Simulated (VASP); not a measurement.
# Li (P1) in VASP: notebook

Li is run at these levels: LDA; tasks: single point.

Program: VASP 6.6.1. These are calculated values, not measurements. Logs are shortened: lines on timing, memory, paths and dates and some standing lists are left out, and cuts for length are marked.

### Step 1. The cell of the first run

The typed cell holds 16 atoms: a = 7.313 Å, b = 7.313 Å, c = 7.313 Å, α = 90.00°, β = 90.00°, γ = 90.00°.

### Step 2. Single point, LDA

The input, INCAR:

```
PREC = Accurate
ENCUT = 520
EDIFF = 1E-6
ISMEAR = -1
SIGMA = 0.11
LREAL = Auto
LASPH = True
NELM = 60
ALGO = Normal
ISIF = 2
LWAVE = False
LCHARG = False
GGA = CA
NBANDS = 38
```

The input, KPOINTS:

```
regular mesh
0
Gamma
  2 2 2
```

The input, POSCAR:

```
Li
1.0
    7.3128730000      0.0000000000      0.0000000000
    0.0000000000      7.3128730000      0.0000000000
    0.0000000000      0.0000000000      7.3128730000
Li
16
Direct
    0.1170812073     -0.0398612146      0.0307403123
    0.4726049529     -0.0518264162      0.0723928885
    0.0840435763      0.4176197235      0.0659932150
    0.0756884469      0.0000546981      0.5386391915
    0.2726972012      0.2870691177      0.3423415120
    0.5166232204      0.4916125304      0.0818556537
    0.5453123553     -0.0624925388      0.5498659692
    0.7512642432      0.2499701554      0.3286943449
    0.0428832827      0.5313780234      0.6165702590
    0.2264226385      0.7294533899      0.3341915004
    0.3634276159      0.2229629860      0.8257766818
    0.5023333511      0.5249236518      0.5883323832
    0.8628209460      0.6722392143      0.2437755995
    0.8144815314      0.2277080431      0.8149191159
    0.3026580661      0.6859000560      0.8007112936
    0.7083946350      0.7266364396      0.8463568286
```

Potentials or basis: VASP PAW LDA potentials, release 64 (Li_sv).

Command:

```bash
> cat potpaw_LDA.64/Li_sv/POTCAR > POTCAR
> mpirun -np 1 vasp_std > vasp.out
```

OUTCAR:

```text
PREC = Accurate
   ENCUT = 520
   EDIFF = 1E-6
   ISMEAR = -1
   LREAL = Auto
   LASPH = True
   NELM = 60
   ISIF = 2
   GGA = CA

 ion  position               nearest neighbor table
   1  0.117  0.960  0.031-
   2  0.473  0.948  0.072-
   3  0.084  0.418  0.066-
   4  0.076  0.000  0.539-
   5  0.273  0.287  0.342-
   6  0.517  0.492  0.082-
   7  0.545  0.938  0.550-
   8  0.751  0.250  0.329-
   9  0.043  0.531  0.617-  15 2.59
  10  0.226  0.729  0.334-
  11  0.363  0.223  0.826-
  12  0.502  0.525  0.588-  15 2.44
  13  0.863  0.672  0.244-
  14  0.814  0.228  0.815-
  15  0.303  0.686  0.801-  12 2.44   9 2.59
  16  0.708  0.727  0.846-

  LATTYP: Found a simple cubic cell.
 ALAT       =     7.3128730000

  Lattice vectors:

 A1 = (   7.3128730000,   0.0000000000,   0.0000000000)
 A2 = (   0.0000000000,   7.3128730000,   0.0000000000)
 A3 = (   0.0000000000,   0.0000000000,   7.3128730000)

Analysis of symmetry for initial positions (statically):
=====================================================================
 Subroutine PRICEL returns:
 Original cell was already a primitive cell.

 Routine SETGRP: Setting up the symmetry group for a
 simple cubic supercell.

 Subroutine GETGRP returns: Found  1 space group operations
 (whereof  1 operations were pure point group operations)
 out of a pool of 48 trial point group operations.

The static configuration has the point symmetry C_1 .

Analysis of symmetry for dynamics (positions and initial velocities):
=====================================================================
 Subroutine PRICEL returns:
 Original cell was already a primitive cell.

 Routine SETGRP: Setting up the symmetry group for a
 simple cubic supercell.

 Subroutine GETGRP returns: Found  1 space group operations
 (whereof  1 operations were pure point group operations)
 out of a pool of 48 trial point group operations.

The dynamic configuration has the point symmetry C_1 .

 Subroutine INISYM returns: Found  1 space group operations
 (whereof  1 operations are pure point group operations),
 and found     1 'primitive' translations

----------------------------------------------------------------------------------------

                                     Primitive cell

  volume of cell :     391.0786

  direct lattice vectors                    reciprocal lattice vectors
     7.312873000  0.000000000  0.000000000     0.136745162  0.000000000  0.000000000
     0.000000000  7.312873000  0.000000000     0.000000000  0.136745162  0.000000000
     0.000000000  0.000000000  7.312873000     0.000000000  0.000000000  0.136745162

  length of vectors
     7.312873000  7.312873000  7.312873000     0.136745162  0.136745162  0.136745162

  position of ions in fractional coordinates (direct lattice)
     0.117081207  0.960138785  0.030740312
     0.472604953  0.948173584  0.072392888
     0.084043576  0.417619724  0.065993215
     0.075688447  0.000054698  0.538639192
     0.272697201  0.287069118  0.342341512
     0.516623220  0.491612530  0.081855654
[... 8 lines left out ...]
     0.302658066  0.685900056  0.800711294
     0.708394635  0.726636440  0.846356829

  ion indices of the primitive-cell ions
   primitive index   ion index
                 1           1
                 2           2
                 3           3
                 4           4
                 5           5
                 6           6
[... 8 lines left out ...]
                15          15
                16          16

----------------------------------------------------------------------------------------

 KPOINTS: regular mesh

Automatic generation of k-mesh.
 Grid dimensions read from file:
 generate k-points for:    2    2    2

 Generating k-lattice:

  Cartesian coordinates                     Fractional coordinates (reciprocal lattice)
     0.068372581  0.000000000  0.000000000     0.500000000  0.000000000  0.000000000
     0.000000000  0.068372581  0.000000000     0.000000000  0.500000000  0.000000000
     0.000000000  0.000000000  0.068372581     0.000000000  0.000000000  0.500000000

  Length of vectors
     0.068372581  0.068372581  0.068372581

  Shift w.r.t. Gamma in fractional coordinates (k-lattice)
     0.000000000  0.000000000  0.000000000

 Subroutine IBZKPT returns following result:
 ===========================================

 Found      8 irreducible k-points:

 Following reciprocal coordinates:
            Coordinates               Weight
  0.000000  0.000000  0.000000      1.000000
  0.500000  0.000000  0.000000      1.000000
  0.000000  0.500000  0.000000      1.000000
  0.000000  0.000000  0.500000      1.000000
  0.500000  0.500000  0.000000      1.000000
  0.000000  0.500000  0.500000      1.000000
  0.500000  0.000000  0.500000      1.000000
  0.500000  0.500000  0.500000      1.000000
   k-points           NKPTS =      8   k-points in BZ     NKDIM =      8   number of bands    NBANDS=     38
[... 35 lines left out ...]
   IMIX   =      4    mixing-type and parameters
     AMIX     =   0.40;   BMIX     =  1.00
     AMIX_MAG =   1.60;   BMIX_MAG =  1.00
  volume/ion in A,a.u.               =      24.44       164.95
  Fermi-wavevector in a.u.,A,eV,Ry     =   0.813581  1.537444  9.005877  0.661913
  Thomas-Fermi vector in A             =   1.923332
   LORBIT       =      0    0 simple, 1 ext, 2 COOP (PROOUT), +10 PAW based schemes
   GGA     = CA    functional components
   LHFCALC =     F    Hartree Fock is set to
   AEXX    =    0.0000 exact exchange contribution
   IVDW    =     0    specifies the selected vdW correction
   LEPSILON=     F    determine dielectric tensor
   LRPA    =     F    only Hartree local field effects (RPA)
 non-spin polarized calculation
  energy-cutoff  :      520.00
  volume of cell :      391.08
 maximum number of plane-waves:     10568
   NGX = 27   NGY = 27   NGZ = 27

 number of electron      47.9999993 magnetization

 Free energy of the ion-electron system (eV)
  ---------------------------------------------------
  ext. energy  EPLUGINS =         0.00000000
  ---------------------------------------------------
  free energy    TOTEN  =       -30.68858953 eV

  energy without entropy =      -30.29857879  energy(sigma->0) =      -30.49358416

 E-fermi :  -0.0477     XC(G=0):  -6.6558

 val. band max:       -0.0512116147   @ k =   0.0000   0.5000   0.5000
 cond. band min:      -0.0465121365   @ k =   0.5000   0.0000   0.5000
 fundamental gap:      0.0046994781
 Fermi energy:        -0.0477419657

 k-point     1 :       0.0000    0.0000    0.0000
  band No.  band energies     occupation
      1     -46.2789      2.00000
      2     -46.2532      2.00000
      3     -46.1248      2.00000
      4     -46.0418      2.00000
      5     -46.0393      2.00000
      6     -45.9486      2.00000
[... 28 lines left out ...]
     35       2.7374      0.00000
     36       3.0932      0.00000

 k-point     2 :       0.5000    0.0000    0.0000
  band No.  band energies     occupation
      1     -46.2789      2.00000
      2     -46.2532      2.00000
      3     -46.1248      2.00000
      4     -46.0418      2.00000
      5     -46.0393      2.00000
      6     -45.9486      2.00000
[... 28 lines left out ...]
     35       2.9314      0.00000
     36       3.0472      0.00000

 k-point     3 :       0.0000    0.5000    0.0000
  band No.  band energies     occupation
      1     -46.2789      2.00000
      2     -46.2532      2.00000
      3     -46.1248      2.00000
      4     -46.0418      2.00000
      5     -46.0393      2.00000
      6     -45.9486      2.00000
[... 28 lines left out ...]
     35       2.9236      0.00000
     36       3.0019      0.00000
[... 118 lines left out ...]
 k-point     7 :       0.5000    0.0000    0.5000
  band No.  band energies     occupation
      1     -46.2789      2.00000
      2     -46.2533      2.00000
      3     -46.1248      2.00000
      4     -46.0418      2.00000
      5     -46.0393      2.00000
      6     -45.9486      2.00000
[... 28 lines left out ...]
     35       3.4100      0.00000
     36       3.4687      0.00000

 k-point     8 :       0.5000    0.5000    0.5000
  band No.  band energies     occupation
      1     -46.2789      2.00000
      2     -46.2532      2.00000
      3     -46.1248      2.00000
      4     -46.0418      2.00000
      5     -46.0393      2.00000
      6     -45.9486      2.00000
[... 28 lines left out ...]
     35       2.6887      0.00000
     36       2.8223      0.00000
 [bands above 36 left out]

------------------------ aborting loop because EDIFF is reached ----------------------------------------

  FORCE on cell =-STRESS in cart. coord.  units (eV):
  Direction    XX          YY          ZZ          XY          YZ          ZX
  --------------------------------------------------------------------------------------
  -------------------------------------------------------------------------------------
  Total       -3.3363767     -5.0480632     -4.3590595      0.3450428     -0.2514275      0.2975316
  in kB      -13.6685225    -20.6809876    -17.8582658      1.4135771     -1.0300524      1.2189324
  external PRESSURE =     -17.4025919 kB  Pullay stress =       0.0000000 kB

 VOLUME and BASIS-vectors are now :
 -----------------------------------------------------------------------------
  energy-cutoff  :      520.00
  volume of cell :      391.08
      direct lattice vectors                 reciprocal lattice vectors
     7.312873000  0.000000000  0.000000000     0.136745162  0.000000000  0.000000000
     0.000000000  7.312873000  0.000000000     0.000000000  0.136745162  0.000000000
     0.000000000  0.000000000  7.312873000     0.000000000  0.000000000  0.136745162

 POSITION                                       TOTAL-FORCE (eV/Angst)
 -----------------------------------------------------------------------------------
      0.85620      7.02137      0.22480        -0.497189      0.095955     -0.029483
      3.45610      6.93387      0.52940         0.382447      0.043152      0.297494
      0.61460      3.05400      0.48260        -0.022974      0.148252     -0.314858
      0.55350      0.00040      3.93900        -0.112759     -0.000357      0.253363
      1.99420      2.09930      2.50350         0.151647     -0.180186      0.172242
      3.77800      3.59510      0.59860        -0.113464      0.010366      0.063408
[... 8 lines left out ...]
      2.21330      5.01590      5.85550        -0.212386      0.409029      0.468957
      5.18040      5.31380      6.18930         0.474336      0.044178     -0.017851
 -----------------------------------------------------------------------------------
    total drift:                               -0.011219     -0.006867     -0.016776

  FREE ENERGIE OF THE ION-ELECTRON SYSTEM (eV)
  ---------------------------------------------------
  free  energy   TOTEN  =       -30.6885895306 eV

  energy  without entropy=      -30.2985787880  energy(sigma->0) =      -30.49358416
```

Wall time 70 s (1 thread of Intel Xeon 6975P-C (Granite Rapids), shared host); peak memory 0.31 GiB.

What came out:

```
Free energy            : -30.6886 eV
Largest force          : 0.707 eV/Å
Band gap on the k mesh : zero (bands 24 and 25 overlap by 0.67 eV)
```

Forces on the atoms (eV/Å):
```
Li  -0.497  0.096 -0.029
Li   0.382  0.043  0.297
Li  -0.023  0.148 -0.315
Li  -0.113  0.000  0.253
Li   0.152 -0.180  0.172
Li  -0.113  0.010  0.063
Li  -0.129  0.072 -0.075
Li   0.123 -0.020 -0.039
Li  -0.279 -0.274 -0.116
Li   0.529 -0.257 -0.138
Li  -0.122  0.094 -0.255
Li   0.343 -0.372 -0.494
Li  -0.317  0.170  0.186
Li  -0.198  0.017  0.037
Li  -0.212  0.409  0.469
Li   0.474  0.044 -0.018
```

Caveat: the k points lie up to 0.43 Å⁻¹ apart, too coarse for converged energies and pressures of a metal; the cutoff is under 1.25 times the usual one of these potentials, so pressure, stress and relaxed cells hold a basis-set (Pulay) error.

### Step 3. Single point, LDA

The input, INCAR:

```
ALGO     = Normal         # electronic algorithm
EDIFF    = 1E-6           # SCF threshold, eV
ENCUT    = 520            # plane-wave cutoff, eV
ISIF     = 2              # what is computed and relaxed
ISMEAR   = -1             # smearing method
LASPH    = True           # aspherical terms in the spheres
LCHARG   = False          # write CHGCAR
LREAL    = Auto         
LWAVE    = False          # write WAVECAR
NBANDS   = 38             # bands
NELM     = 80             # most SCF steps
PREC     = Accurate       # precision mode
SIGMA    = 0.11           # smearing width, eV
```

The input, KPOINTS:

```
k-points
0
Gamma
  2 2 2
```

The input, POSCAR:

```
Li
1.0
    7.3128730000      0.0000000000      0.0000000000
    0.0000000000      7.3128730000      0.0000000000
    0.0000000000      0.0000000000      7.3128730000
Li
16
Direct
    0.0968018999     -0.0569543598      0.2019589291
    0.4392528080      0.0143719165      0.1501461874
    0.0251200862      0.4051485647      0.1748833871
    0.0610977382     -0.0984154928      0.7156831522
    0.2904330487      0.1855631843      0.4482779887
    0.4529409987      0.4263987628      0.1787396007
    0.5880588929     -0.0496248191      0.6651694895
    0.9028325803      0.1209921190      0.4469789097
   -0.0186520400      0.4313352632      0.6188949268
    0.2319197940      0.6287269039      0.4391844354
    0.2793019925      0.2091243756      0.8191035179
    0.5553494502      0.5154335375      0.6924364747
    0.8084920933      0.6846283260      0.3730818243
    0.7588125761      0.2153599550      0.9751707708
    0.3325095349      0.7193342480      0.9085485281
    0.8512659799      0.7529188597      0.9088630419
```

Potentials or basis: VASP PAW LDA potentials, release 64 (Li_sv).

Command:

```bash
> cat potpaw_LDA.64/Li_sv/POTCAR > POTCAR
> mpirun -np 1 vasp_std > vasp.out
```

Wall time 70 s (1 thread of Intel Xeon 6975P-C (Granite Rapids), shared host); peak memory 0.32 GiB.

The run converged. Its results:

| Quantity | Value |
| --- | --- |
| Free energy | -30.2456 eV |
| Largest force | 0.805 eV/Å |
| Band gap on the k mesh | zero (bands 24 and 25 overlap by 0.61 eV) |

Forces in eV/Å, atoms in the order of the input:
```
Li  -0.216 -0.163 -0.344
Li   0.527 -0.203 -0.092
Li   0.318  0.031 -0.120
Li   0.352  0.290 -0.550
Li  -0.009  0.146  0.123
Li   0.218  0.071 -0.063
Li  -0.117  0.021 -0.078
Li  -0.451  0.053 -0.034
Li   0.025  0.089  0.452
Li   0.160  0.399  0.083
Li  -0.108  0.118  0.413
Li   0.162 -0.310 -0.180
Li  -0.187  0.181 -0.015
Li   0.022 -0.200 -0.245
Li  -0.232 -0.099  0.144
Li  -0.463 -0.424  0.505
```

Levels at points of the mesh, in eV from the Fermi level:
| k point | band 21 | band 22 | band 23 | band 24 | band 25 | band 26 |
| --- | --- | --- | --- | --- | --- | --- |
| (0.00, 0.00, 0.00) | -0.85 | -0.82 | -0.67 | 0.37 | 0.47 | 0.54 |
| (0.50, 0.00, 0.00) | -0.54 | -0.48 | -0.36 | -0.30 | -0.19 | -0.11 |
| (0.00, 0.50, 0.00) | -0.54 | -0.44 | -0.35 | -0.32 | -0.21 | -0.14 |
| (0.00, 0.00, 0.50) | -0.48 | -0.43 | -0.41 | -0.34 | -0.25 | -0.23 |
| (0.50, 0.50, 0.00) | -0.23 | -0.11 | 0.01 | 0.04 | 0.18 | 0.27 |
| (0.00, 0.50, 0.50) | -0.16 | -0.06 | 0.01 | 0.08 | 0.19 | 0.26 |
| (0.50, 0.00, 0.50) | -0.26 | -0.18 | -0.09 | 0.15 | 0.19 | 0.26 |
| (0.50, 0.50, 0.50) | -1.45 | -1.35 | -1.28 | -1.19 | 1.69 | 1.83 |

Caveat: the k points lie up to 0.43 Å⁻¹ apart, too coarse for converged energies and pressures of a metal; the cutoff is under 1.25 times the usual one of these potentials, so pressure, stress and relaxed cells hold a basis-set (Pulay) error.

### Step 4. Single point, LDA

The input, INCAR:

```
PREC     = Accurate       # precision mode
ENCUT    = 520            # plane-wave cutoff, eV
EDIFF    = 1E-7           # SCF threshold, eV
ISMEAR   = -1             # smearing method
SIGMA    = 0.11           # smearing width, eV
LREAL    = Auto         
LASPH    = True           # aspherical terms in the spheres
NELM     = 100            # most SCF steps
ALGO     = Normal         # electronic algorithm
ISIF     = 2              # what is computed and relaxed
LWAVE    = False          # write WAVECAR
LCHARG   = False          # write CHGCAR
NBANDS   = 38             # bands
```

The input, KPOINTS:

```
Automatic mesh
0
Gamma
  2 2 2
```

The input, POSCAR:

```
Li
1.0
    7.3128730000      0.0000000000      0.0000000000
    0.0000000000      7.3128730000      0.0000000000
    0.0000000000      0.0000000000      7.3128730000
Li
16
Direct
    0.0590328863     -0.0079448939      0.2850589638
    0.6229836071     -0.0620959779      0.0810078337
    0.0016819655      0.5508778834      0.2252466302
    0.1135668567      0.1994701672      0.7086544509
    0.3995830367      0.2857290151      0.3759397982
    0.6379845514      0.4547597094     -0.0234928188
    0.4742322204      0.0140300536      0.6425381652
    0.8001096149      0.2525819880      0.4520384806
    0.0136881907      0.5751638241      0.6068613526
    0.3149514562      0.7599612355      0.2880126593
    0.2194896589      0.2269012466      1.0264775554
    0.4916125304      0.4581920129      0.6805533202
    0.6658668898      0.7095432944      0.3927184295
    0.7961166562      0.1665145833      0.9457432120
    0.2481104212      0.6788850292      0.8823891786
    0.8904844922      0.7917955091      0.9455380943
```

Command:

```bash
> cat potpaw_LDA.64/Li_sv/POTCAR > POTCAR
> mpirun -np 1 vasp_std > vasp.out
```

Run time: 78 s. Hardware: 1 thread of Intel Xeon 6975P-C (Granite Rapids), shared host; peak memory 0.31 GiB.

It converged, with:

| Property | Result |
| --- | --- |
| Free energy | -29.2073 eV |
| Largest force | 1.168 eV/Å |
| Band gap on the k mesh | zero (bands 24 and 25 overlap by 0.72 eV) |

Forces in eV/Å, atoms in the order of the input:
```
Li  -0.437  0.066  0.047
Li  -1.038 -0.139  0.516
Li  -0.068 -0.396 -0.276
Li  -0.044 -0.076 -0.502
Li  -0.170  0.077 -0.387
Li  -0.066  0.541  0.737
Li   0.121 -0.180  0.238
Li  -0.158 -0.004 -0.116
Li  -0.063 -0.035  0.005
Li   0.166 -0.262  0.072
Li   0.312  0.136  0.227
Li  -0.117  0.032 -0.319
Li   0.327 -0.099  0.118
Li   0.622  0.338 -0.372
Li   0.318  0.163  0.290
Li   0.296 -0.162 -0.277
```

Levels at points of the mesh, in eV from the Fermi level:
```csv
k point,band 22,band 23,band 24,band 25,band 26,band 27
"(0.00, 0.00, 0.00)",-0.84,-0.69,0.42,0.50,0.59,0.79
"(0.50, 0.00, 0.00)",-0.45,-0.36,-0.29,-0.10,-0.05,1.12
"(0.00, 0.50, 0.00)",-0.47,-0.36,-0.35,-0.26,-0.13,0.98
"(0.00, 0.00, 0.50)",-0.42,-0.37,-0.35,-0.31,-0.16,1.04
"(0.50, 0.50, 0.00)",-0.12,0.07,0.11,0.19,0.21,0.35
"(0.00, 0.50, 0.50)",-0.13,-0.04,-0.02,0.16,0.36,0.42
"(0.50, 0.00, 0.50)",-0.19,-0.09,0.04,0.30,0.37,0.50
"(0.50, 0.50, 0.50)",-1.42,-1.30,-1.20,1.44,1.73,1.82
```

Caveat: the k points lie up to 0.43 Å⁻¹ apart, too coarse for converged energies and pressures of a metal; the cutoff is under 1.25 times the usual one of these potentials, so pressure, stress and relaxed cells hold a basis-set (Pulay) error; forces of over 1 eV/Å act on the atoms, so gaps and moduli don't describe the material at rest.

### Step 5. Overview

```csv
cell,gap on the mesh (eV),largest force (eV/Å)
"as given, atomic positions A",none,0.71
"as given, atomic positions B",none,0.81
"as given, atomic positions C",none,1.17
```

Alike in all rows: task single point; level LDA; potentials or basis VASP PAW LDA potentials, release 64 (Li_sv); no spin polarisation; k mesh 2 × 2 × 2; cutoff (eV) 520; smearing fermi-dirac 0.11 eV.

Caveats: all runs use coarse meshes; the cutoff is under 1.25 times the usual one of these potentials, so pressure, stress and relaxed cells hold a basis-set (Pulay) error; forces of over 1 eV/Å act on the atoms, so gaps and moduli don't describe the material at rest (at least some runs).

Total energies depend on the potentials used, so only differences within one code and one set of settings carry meaning.
